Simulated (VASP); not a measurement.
**CuI: single point with PBE**

CuI:

```
Cu I
1.0
     0.00000    3.40659    3.01949
     3.01949    0.00000    3.01949
     3.01949    3.40659    0.00000
Cu I
1 1
Direct
  0.75000 0.75000 0.75000
  0.00000 0.00000 0.00000
```

This cell differs from its parent crystal: volume 31.059 Å^3 an atom, c/a of the conventional cell 1.1282.

| Item | Value |
| --- | --- |
| Program | VASP 6.6.1 |
| Task | single point |
| Functional | PBE |
| Potentials or basis | VASP PAW PBE potentials, release 64 (Cu, I) |
| Cutoff | 520 eV |
| k mesh | 8 × 8 × 8 |
| Occupations | gaussian, width 0.05 eV |
| Spin | no spin polarisation |
| Dipole correction | no |
| Further INCAR settings | ALGO = Normal; EDIFF = 1e-06; NBANDS = 16 |

```json
{
  "Pressure": "-3.0 GPa",
  "Band gap on the k mesh": "0.80 eV, direct"
}
```

Stress tensor (GPa, compression positive):
```
-2.22  0.00  0.00
 0.00 -4.69  0.00
 0.00  0.00 -2.22
```

Levels at points of the mesh, in eV from the valence-band top:
| k point | band 6 | band 7 | band 8 | band 9 | band 10 | band 11 | band 12 | band 13 |
| --- | --- | --- | --- | --- | --- | --- | --- | --- |
| (0.00, 0.00, 0.00) | -1.44 | -0.21 | 0.00 | 0.00 | 0.80 | 4.92 | 5.07 | 5.07 |
| (0.50, 0.00, 0.00) | -1.46 | -1.39 | -0.66 | -0.51 | 1.93 | 5.21 | 5.86 | 7.10 |
| (0.50, 0.50, 0.00) | -1.45 | -1.33 | -1.26 | -1.09 | 2.64 | 2.78 | 8.49 | 8.62 |
| (0.50, 0.00, 0.50) | -1.49 | -1.39 | -1.18 | -1.18 | 3.19 | 3.41 | 7.82 | 9.22 |

Run time: 20 s on 1 thread of Intel(R) Xeon(R) 6975P-C (Granite Rapids), with other jobs on the host, peak memory 0.23 GiB.

Caveat: spin-orbit coupling is left out, which moves the levels of the heavy elements.
